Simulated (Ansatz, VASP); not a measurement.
TiC in VASP and in Ansatz

The input INCAR:

```
SYSTEM = TiC
  PREC = Accurate
  ENCUT = 520
  EDIFF = 1E-8
  ISMEAR = -1
  SIGMA = 0.03
  LREAL = .FALSE.
  LASPH = .TRUE.
  NELM = 60
  ALGO = Normal
  ISIF = 2
  LWAVE = .FALSE.
  LCHARG = .FALSE.
  GGA = PS
  LEFG = .TRUE.
  NBANDS = 15
```

KPOINTS

```
regular mesh
0
G
  16 16 16
  0 0 0
```

POSCAR

```
TiC
1.0
    0.0432800000      2.1856400000      2.1856400000
    2.1856400000      0.0432800000      2.1856400000
    2.1856400000      2.1856400000      0.0432800000
Ti C
1 1
Direct
    0.0000000000      0.0000000000      0.0000000000
    0.5000000000      0.5000000000      0.5000000000
```

Input for Ansatz:

```yaml
crystal:
  lattice:
    - [0.04328, 2.18564, 2.18564]
    - [2.18564, 0.04328, 2.18564]
    - [2.18564, 2.18564, 0.04328]
  atoms:
    - { symbol: Ti, position: [0.0, 0.0, 0.0] }
    - { symbol: C, position: [0.5, 0.5, 0.5] }
kpoints:
  mp_grid: { grid: [16, 16, 16] }
scf:
  occupations: { method: fermi_dirac, width: 0.03 }
hamiltonian:
  xc: pbesol
  pseudopotentials: { kind: all_electron, datasets: crystal }
output:
  forces: true
  stress: true
  eigenvalues: true
  efg: { contact_densities: true }
```

Change from the starting cell: equal xy, yz and zx shear strains of +2 %, crystal datasets.

Alike in both runs: task electric field gradients; functional PBEsol; k mesh 16 × 16 × 16; occupations fermi-dirac, width 0.03 eV; no spin polarisation.

|  | VASP | Ansatz |
| --- | --- | --- |
| version | VASP 6.6.1 | Ansatz 0.2.0 |
| potentials or method | VASP PAW PBE potentials, release 64 (Ti_sv, C), cutoff 520 eV | all-electron PAW with datasets made for the crystal, scalar-relativistic |

```csv
,VASP,Ansatz,Ansatz less VASP
pressure (GPa),-5.8,-6.1,-0.30
"traceless stress, the component that is largest in VASP (GPa)",-3.35,-3.37,-0.016
size of Vzz on the site where it differs most (V/Å²),2.0,1.8,-0.19
```

VASP's potentials were made for PBE, not for PBEsol. Ansatz ran all-electron here, and VASP with PAW potentials.
